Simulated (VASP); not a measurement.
Here is a VASP 6.6.1 calculation.

File INCAR:

```
PREC     = Accurate       # precision mode
ENCUT    = 520            # plane-wave cutoff, eV
EDIFF    = 1E-7           # SCF threshold, eV
ISMEAR   = -1             # smearing method
SIGMA    = 0.08           # smearing width, eV
LREAL    = False          # projectors in reciprocal space
LASPH    = True           # aspherical terms in the spheres
NELM     = 60             # most SCF steps
ALGO     = Normal         # electronic algorithm
ISIF     = 2              # what is computed and relaxed
LWAVE    = False          # write WAVECAR
LCHARG   = False          # write CHGCAR
LDIPOL   = True         
IDIPOL   = 3            
DIPOL    = 0.5 0.5 0.500
NBANDS   = 24             # bands
```

KPOINTS

```
regular mesh
0
Gamma
  15 15 1
```

POSCAR

```
ZnCu2
1.0
    2.4874897871      0.0000000000      0.0000000000
    0.0000000000      2.4874897871      0.0000000000
    0.0000000000      0.0000000000     19.5178000000
Zn Cu
1 2
Direct
    0.0000000000      0.0000000000      0.4122684683
    0.5000000000      0.5000000000      0.4999998093
    0.0000000000      0.0000000000      0.5877317224
```

Potentials or basis: VASP PAW LDA potentials, release 64 (Zn, Cu).

The run is started by

```console
$ cat potpaw_LDA.64/Zn/POTCAR potpaw_LDA.64/Cu/POTCAR > POTCAR
$ mpirun -np 1 vasp_std > vasp.out
```

Q: Predict the largest force.

A: 0.649 eV/Å.

Q: Predict the band gap on the k mesh.

A: Zero (band 17 reaches 0.91 eV, above the bottom of band 18 at -3.04 eV).

Forces in eV/Å, atoms in the order of the input:
```
Zn   0.000  0.000 -0.649
Cu   0.000  0.000  0.585
Cu   0.000  0.000  0.063
```
